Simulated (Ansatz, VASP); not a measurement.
## ZnSe: VASP beside Ansatz

INCAR

```
ALGO     = Normal         # electronic algorithm
EDIFF    = 1E-6           # SCF threshold, eV
ENCUT    = 520            # plane-wave cutoff, eV
GGA      = CA             # functional
ISIF     = 2              # what is computed and relaxed
ISMEAR   = -1             # smearing method
LASPH    = T              # aspherical terms in the spheres
LCHARG   = T              # write CHGCAR
LELF     = T              # ELF
LREAL    = F              # projectors in reciprocal space
LVHAR    = T            
LWAVE    = F              # write WAVECAR
NBANDS   = 16             # bands
NELM     = 60             # most SCF steps
PREC     = Accurate       # precision mode
SIGMA    = 0.03           # smearing width, eV
```

The input KPOINTS:

```
k-points
0
Gamma
  8 8 8
```

The input POSCAR:

```
ZnSe
1.0
    0.0000000000      2.7764432175      2.7764432175
    2.7764432175      0.0000000000      2.7764432175
    2.7764432175      2.7764432175      0.0000000000
Zn Se
1 1
Direct
    0.0000000000      0.0000000000      0.0000000000
    0.7500000000      0.7500000000      0.7500000000
```

Input for Ansatz:

```yaml
crystal:
  lattice:
    - [0.0, 2.7764432175, 2.7764432175]
    - [2.7764432175, 0.0, 2.7764432175]
    - [2.7764432175, 2.7764432175, 0.0]
  atoms:
    - { symbol: Zn, position: [0.0, 0.0, 0.0] }
    - { symbol: Se, position: [0.75, 0.75, 0.75] }
kpoints:
  mp_grid: { grid: [8, 8, 8] }
scf:
  occupations: { method: fermi_dirac, width: 0.03 }
hamiltonian:
  xc: lda
  pseudopotentials: { kind: all_electron, lapw: { basis_error: 0.001 } }
output:
  forces: true
  stress: true
  eigenvalues: true
```

Change from the starting cell: volume scaled by 0.9405.

Alike in both runs: task single point; functional LDA; k mesh 8 × 8 × 8; occupations fermi-dirac, width 0.03 eV; no spin polarisation.

|  | VASP | Ansatz |
| --- | --- | --- |
| version | VASP 6.6.1 | Ansatz 0.2.0 |
| potentials or method | VASP PAW LDA potentials, release 64 (Zn, Se), cutoff 520 eV | all-electron LAPW, scalar-relativistic |

Ansatz gave:

```
gap on the k mesh at the Fermi level (eV) : 1.28
pressure (GPa)                            : 0.6
```

**Question.** Estimate VASP's values.

**Answer.** gap on the k mesh at the Fermi level (eV): 1.32; pressure (GPa): 1.0.

LDA's correlation is that of Perdew and Zunger in VASP and of Perdew and Wang (1992) in Ansatz. Ansatz ran all-electron here, and VASP with PAW potentials.
